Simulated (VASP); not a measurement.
# In3Sb (Pm-3m) in VASP: single point with r2SCAN

Aim: the single point of In3Sb with r2SCAN.

Everything below comes from runs of VASP 6.6.1. Logs are shortened: lines on timing, memory, paths and dates and some standing lists are left out, and cuts for length are marked.

### Step 1. The cell of the first run

Symmetry: Pm-3m, No. 221, cubic system. Conventional cell: a = 4.837 Å, b = 4.837 Å, c = 4.837 Å, α = 90.00°, β = 90.00°, γ = 90.00°. In (site symmetry 4/mmm) has 8 In at 3.42 Å and 4 Sb at 3.42 Å within 4.5 Å. Sb (site symmetry m-3m) has 12 In at 3.42 Å within 4.5 Å.

### Step 2. Single point, r2SCAN

Contents of POSCAR:

```
In3Sb
1.0
    4.8369620000      0.0000000000      0.0000000000
    0.0000000000      4.8369620000      0.0000000000
    0.0000000000      0.0000000000      4.8369620000
In Sb
3 1
Direct
    0.5000000000      0.5000000000      0.0000000000
    0.5000000000      0.0000000000      0.5000000000
    0.0000000000      0.5000000000      0.5000000000
    0.0000000000      0.0000000000      0.0000000000
```

Contents of INCAR.step1:

```
SYSTEM = In3Sb
ALGO     = Normal         ! electronic algorithm
EDIFF    = 1E-4           ! SCF threshold, eV
ENCUT    = 520            ! plane-wave cutoff, eV
GGA      = PE             ! functional
ISMEAR   = 0              ! smearing method
LASPH    = .TRUE.         ! aspherical terms in the spheres
LCHARG   = .FALSE.        ! write CHGCAR
LREAL    = .FALSE.        ! projectors in reciprocal space
LWAVE    = .TRUE.         ! write WAVECAR
NBANDS   = 30             ! bands
NELM     = 80             ! most SCF steps
PREC     = Accurate       ! precision mode
SIGMA    = 0.1            ! smearing width, eV
```

Contents of INCAR.step2:

```
SYSTEM = In3Sb
ALGO     = Normal         ! electronic algorithm
EDIFF    = 1E-6           ! SCF threshold, eV
ENCUT    = 520            ! plane-wave cutoff, eV
ISIF     = 2              ! what is computed and relaxed
ISMEAR   = 0              ! smearing method
ISTART   = 1            
LASPH    = .TRUE.         ! aspherical terms in the spheres
LCHARG   = .TRUE.         ! write CHGCAR
LELF     = .TRUE.         ! ELF
LMIXTAU  = .TRUE.       
LREAL    = .FALSE.        ! projectors in reciprocal space
LVHAR    = .TRUE.       
LWAVE    = .FALSE.        ! write WAVECAR
METAGGA  = R2SCAN         ! meta-GGA
NBANDS   = 30             ! bands
NELM     = 80             ! most SCF steps
PREC     = Accurate       ! precision mode
SIGMA    = 0.1            ! smearing width, eV
```

Contents of KPOINTS:

```
k-points
0
G
  12 12 12
  0 0 0
```

Potentials or basis: VASP PAW PBE potentials, release 64 (In_d, Sb).

The run is started by

```
> cat potpaw_PBE.64/In_d/POTCAR potpaw_PBE.64/Sb/POTCAR > POTCAR
> cp INCAR.step1 INCAR
> mpirun -np 1 vasp_std > vasp.out
> cp INCAR.step2 INCAR
> mpirun -np 1 vasp_std > vasp.out
```

OUTCAR:

```text
SYSTEM = In3Sb
   EDIFF = 1E-6
   ENCUT = 520
   ISIF = 2
   ISMEAR = 0
   ISTART = 1
   LASPH = .TRUE.
   LREAL = .FALSE.
   METAGGA = R2SCAN
   NELM = 80
   PREC = Accurate

 ion  position               nearest neighbor table
   1  0.500  0.500  0.000-   2 3.42   3 3.42   4 3.42   2 3.42   3 3.42   2 3.42   4 3.42   2 3.42
                             3 3.42   4 3.42   3 3.42   4 3.42
   2  0.500  0.000  0.500-   1 3.42   3 3.42   4 3.42   1 3.42   4 3.42   1 3.42   3 3.42   1 3.42
                             3 3.42   4 3.42   4 3.42   3 3.42
   3  0.000  0.500  0.500-   1 3.42   2 3.42   4 3.42   1 3.42   4 3.42   2 3.42   4 3.42   4 3.42
                             1 3.42   2 3.42   1 3.42   2 3.42
   4  0.000  0.000  0.000-   1 3.42   2 3.42   3 3.42   2 3.42   3 3.42   1 3.42   3 3.42   3 3.42
                             1 3.42   2 3.42   2 3.42   1 3.42

  LATTYP: Found a simple cubic cell.
 ALAT       =     4.8369620000

  Lattice vectors:

 A1 = (   4.8369620000,   0.0000000000,   0.0000000000)
 A2 = (   0.0000000000,   4.8369620000,   0.0000000000)
 A3 = (   0.0000000000,   0.0000000000,   4.8369620000)

Analysis of symmetry for initial positions (statically):
=====================================================================
 Subroutine PRICEL returns:
 Original cell was already a primitive cell.

 Routine SETGRP: Setting up the symmetry group for a
 simple cubic supercell.

 Subroutine GETGRP returns: Found 48 space group operations
 (whereof 48 operations were pure point group operations)
 out of a pool of 48 trial point group operations.

The static configuration has the point symmetry O_h .

Analysis of symmetry for dynamics (positions and initial velocities):
=====================================================================
 Subroutine PRICEL returns:
 Original cell was already a primitive cell.

 Routine SETGRP: Setting up the symmetry group for a
 simple cubic supercell.

 Subroutine GETGRP returns: Found 48 space group operations
 (whereof 48 operations were pure point group operations)
 out of a pool of 48 trial point group operations.

The dynamic configuration has the point symmetry O_h .

 Subroutine INISYM returns: Found 48 space group operations
 (whereof 48 operations are pure point group operations),
 and found     1 'primitive' translations

----------------------------------------------------------------------------------------

                                     Primitive cell

  volume of cell :     113.1665

  direct lattice vectors                    reciprocal lattice vectors
     4.836962000  0.000000000  0.000000000     0.206741339  0.000000000  0.000000000
     0.000000000  4.836962000  0.000000000     0.000000000  0.206741339  0.000000000
     0.000000000  0.000000000  4.836962000     0.000000000  0.000000000  0.206741339

  length of vectors
     4.836962000  4.836962000  4.836962000     0.206741339  0.206741339  0.206741339

  position of ions in fractional coordinates (direct lattice)
     0.500000000  0.500000000  0.000000000
     0.500000000  0.000000000  0.500000000
     0.000000000  0.500000000  0.500000000
     0.000000000  0.000000000  0.000000000

  ion indices of the primitive-cell ions
   primitive index   ion index
                 1           1
                 2           2
                 3           3
                 4           4

----------------------------------------------------------------------------------------

 KPOINTS: k-points

Automatic generation of k-mesh.
 Grid dimensions read from file:
 generate k-points for:   12   12   12

 Generating k-lattice:

  Cartesian coordinates                     Fractional coordinates (reciprocal lattice)
     0.017228445  0.000000000  0.000000000     0.083333333  0.000000000  0.000000000
     0.000000000  0.017228445  0.000000000     0.000000000  0.083333333  0.000000000
     0.000000000  0.000000000  0.017228445     0.000000000  0.000000000  0.083333333

  Length of vectors
     0.017228445  0.017228445  0.017228445

  Shift w.r.t. Gamma in fractional coordinates (k-lattice)
     0.000000000  0.000000000  0.000000000

 Subroutine IBZKPT returns following result:
 ===========================================

 Found     84 irreducible k-points:

 Following reciprocal coordinates:
            Coordinates               Weight
  0.000000  0.000000  0.000000      1.000000
  0.083333  0.000000  0.000000      6.000000
  0.166667  0.000000  0.000000      6.000000
  0.250000  0.000000  0.000000      6.000000
  0.333333  0.000000  0.000000      6.000000
  0.416667  0.000000  0.000000      6.000000
[... 16 lines left out ...]
  0.333333  0.333333  0.000000     12.000000
  0.416667  0.333333  0.000000     24.000000
 [... further k-points ...]
   k-points           NKPTS =     84   k-points in BZ     NKDIM =     84   number of bands    NBANDS=     30
   number of dos      NEDOS =    301   number of ions     NIONS =      4
   total plane-waves  NPLWV =  46656
   dimension x,y,z NGX =    36 NGY =   36 NGZ =   36
   dimension x,y,z NGXF=    72 NGYF=   72 NGZF=   72
   ions per type =               3   1
   NGX,Y,Z   is equivalent  to a cutoff of  12.37, 12.37, 12.37 a.u.
   NGXF,Y,Z  is equivalent  to a cutoff of  24.75, 24.75, 24.75 a.u.
 SYSTEM =  In3Sb
   PREC   = accura    normal or accurate (medium, high low for compatibility)
   ISTART =      1    job   : 0-new  1-cont  2-samecut
   ICHARG =      0    charge: 1-file 2-atom 10-const
   ISPIN  =      1    spin polarized calculation?
   LNONCOLLINEAR =      F non collinear calculations
   LSORBIT =      F    spin-orbit coupling
   LASPH  =      T    aspherical Exc in radial PAW
   ENCUT  =  520.0 eV  38.22 Ry    6.18 a.u.   8.99  8.99  8.99*2*pi/ulx,y,z
   NELM   =     80;   NELMIN=  2; NELMDL=  0     # of ELM steps
   EDIFF  = 0.1E-05   stopping-criterion for ELM
   LREAL  =      F    real-space projection
   EDIFFG = 0.1E-04   stopping-criterion for IOM
   NSW    =      0    number of steps for IOM
   IBRION =     -1    ionic relax: 0-MD 1-quasi-New 2-CG
   NFREE  =      0    steps in history (QN), initial steepest desc. (CG)
   ISIF   =      2    stress and relaxation
   ISYM   =      2    0-nonsym 1-usesym 2-fastsym
   POTIM  = 0.5000    time-step for ionic-motion
   TEBEG  =    0.0;   TEEND  =   0.0 temperature during run
   PSTRESS=    0.0 pullay stress
   NELECT =      44.0000    total number of electrons
   NUPDOWN=      -1.0000    fix difference up-down
   EMIN   =  10.00;   EMAX   =-10.00  energy-range for DOS
   EFERMI =   0.00;   METHOD = LEGACY
   ISMEAR =     0;   SIGMA  =   0.10  broadening in eV -4-tet -1-fermi 0-gaus
   EFERMI_NEDOS =   21; number of points for ismear=-14 and -15
   IALGO  =     38    algorithm
   IMIX   =      4    mixing-type and parameters
     AMIX     =   0.40;   BMIX     =  1.00
     AMIX_MAG =   1.60;   BMIX_MAG =  1.00
  volume/ion in A,a.u.               =      28.29       190.92
  Fermi-wavevector in a.u.,A,eV,Ry     =   1.194867  2.257972 19.425148  1.427708
  Thomas-Fermi vector in A             =   2.330847
   LORBIT       =      0    0 simple, 1 ext, 2 COOP (PROOUT), +10 PAW based schemes
   METAGGA = R2SCAN    functional components
   LHFCALC =     F    Hartree Fock is set to
   AEXX    =    0.0000 exact exchange contribution
   IVDW    =     0    specifies the selected vdW correction
   LEPSILON=     F    determine dielectric tensor
   LRPA    =     F    only Hartree local field effects (RPA)
 non-spin polarized calculation
 Gauss-broadening in eV      SIGMA  =   0.10
  energy-cutoff  :      520.00
  volume of cell :      113.17
 maximum number of plane-waves:      3112
 NGX is ok and might be reduce to    36
   NGX = 17   NGY = 17   NGZ = 17

 number of electron      43.9999994 magnetization

 Free energy of the ion-electron system (eV)
  ---------------------------------------------------
  ext. energy  EPLUGINS =         0.00000000
  ---------------------------------------------------
  free energy    TOTEN  =       -93.20318576 eV

  energy without entropy =      -93.19135509  energy(sigma->0) =      -93.19727043

 E-fermi :   6.8019     XC(G=0): -10.5922

 val. band max:        6.7983164368   @ k =   0.5000   0.3333   0.0833
 cond. band min:       6.8173280089   @ k =   0.4167   0.2500   0.1667
 fundamental gap:      0.0190115721
 Fermi energy:         6.8019280287

 k-point     1 :       0.0000    0.0000    0.0000
  band No.  band energies     occupation
      1      -8.4142      2.00000
      2      -8.4142      2.00000
      3      -8.4142      2.00000
      4      -8.4136      2.00000
      5      -8.2812      2.00000
      6      -8.2812      2.00000
[... 22 lines left out ...]
     29      13.3761      0.00000
     30      13.7079      0.00000

 k-point     2 :       0.0833    0.0000    0.0000
  band No.  band energies     occupation
      1      -8.4130      2.00000
      2      -8.4083      2.00000
      3      -8.4080      2.00000
      4      -8.4080      2.00000
      5      -8.2805      2.00000
      6      -8.2771      2.00000
[... 22 lines left out ...]
     29      13.5705      0.00000
     30      13.7396      0.00000

 k-point     3 :       0.1667    0.0000    0.0000
  band No.  band energies     occupation
      1      -8.4098      2.00000
      2      -8.3931      2.00000
      3      -8.3899      2.00000
      4      -8.3899      2.00000
      5      -8.2785      2.00000
      6      -8.2654      2.00000
[... 22 lines left out ...]
     29      13.8303      0.00000
     30      13.8346      0.00000

 k-point     4 :       0.2500    0.0000    0.0000
  band No.  band energies     occupation
      1      -8.4052      2.00000
      2      -8.3698      2.00000
      3      -8.3609      2.00000
      4      -8.3609      2.00000
      5      -8.2754      2.00000
      6      -8.2474      2.00000
[... 22 lines left out ...]
     29      13.9891      0.00000
     30      14.0900      0.00000

 k-point     5 :       0.3333    0.0000    0.0000
  band No.  band energies     occupation
      1      -8.4005      2.00000
      2      -8.3424      2.00000
      3      -8.3231      2.00000
      4      -8.3231      2.00000
      5      -8.2713      2.00000
      6      -8.2257      2.00000
[... 22 lines left out ...]
     29      13.7613      0.00000
     30      13.7640      0.00000
[... 526 lines left out ...]
     29      11.1577      0.00000
     30      12.2248      0.00000

 k-point    22 :       0.5000    0.2500    0.0000
  band No.  band energies     occupation
      1      -8.3478      2.00000
      2      -8.3001      2.00000
      3      -8.2854      2.00000
      4      -8.2545      2.00000
      5      -8.2469      2.00000
      6      -8.2046      2.00000
[... 22 lines left out ...]
     29      10.8384      0.00000
     30      13.4653      0.00000

 k-point    23 :       0.3333    0.3333    0.0000
  band No.  band energies     occupation
      1      -8.3341      2.00000
      2      -8.3317      2.00000
      3      -8.2868      2.00000
      4      -8.2652      2.00000
      5      -8.2648      2.00000
      6      -8.2357      2.00000
[... 22 lines left out ...]
     29      11.5241      0.00000
     30      11.8407      0.00000

 k-point    24 :       0.4167    0.3333    0.0000
  band No.  band energies     occupation
      1      -8.3201      2.00000
      2      -8.3182      2.00000
      3      -8.2802      2.00000
      4      -8.2602      2.00000
      5      -8.2429      2.00000
      6      -8.2383      2.00000
[... 22 lines left out ...]
     29      11.8351      0.00000
     30      12.6192      0.00000

 [... further k-points ...]
[... 5 lines left out ...]
  --------------------------------------------------------------------------------------
  -------------------------------------------------------------------------------------
  Total       -0.9423902     -0.9423902     -0.9423902      0.0000000      0.0000000     -0.0000000
  in kB      -13.3420733    -13.3420733    -13.3420733      0.0000000      0.0000000     -0.0000000
  external PRESSURE =     -13.3420733 kB  Pullay stress =       0.0000000 kB

 VOLUME and BASIS-vectors are now :
 -----------------------------------------------------------------------------
  energy-cutoff  :      520.00
  volume of cell :      113.17
      direct lattice vectors                 reciprocal lattice vectors
     4.836962000  0.000000000  0.000000000     0.206741339  0.000000000  0.000000000
     0.000000000  4.836962000  0.000000000     0.000000000  0.206741339  0.000000000
     0.000000000  0.000000000  4.836962000     0.000000000  0.000000000  0.206741339

 POSITION                                       TOTAL-FORCE (eV/Angst)
 -----------------------------------------------------------------------------------
      2.41848      2.41848      0.00000         0.000000      0.000000      0.000000
      2.41848      0.00000      2.41848         0.000000      0.000000      0.000000
      0.00000      2.41848      2.41848         0.000000      0.000000      0.000000
      0.00000      0.00000      0.00000         0.000000      0.000000      0.000000
 -----------------------------------------------------------------------------------
    total drift:                                0.000000      0.000000      0.000000

  FREE ENERGIE OF THE ION-ELECTRON SYSTEM (eV)
  ---------------------------------------------------
  free  energy   TOTEN  =       -93.2031857565 eV

  energy  without entropy=      -93.1913550944  energy(sigma->0) =      -93.19727043
```

It took 22 min on 1 thread of Oxide Virtual Turin-like, shared host; peak memory 0.35 GiB.

Results:

- Free energy: -93.2032 eV
- Pressure: -1.3 GPa
- Band gap on the k mesh: zero (bands 22 and 23 overlap by 3.69 eV)

Caveat: the PAW data sets were made with another functional, which shifts forces and pressure a little; spin-orbit coupling is left out, which moves the levels of the heavy elements.
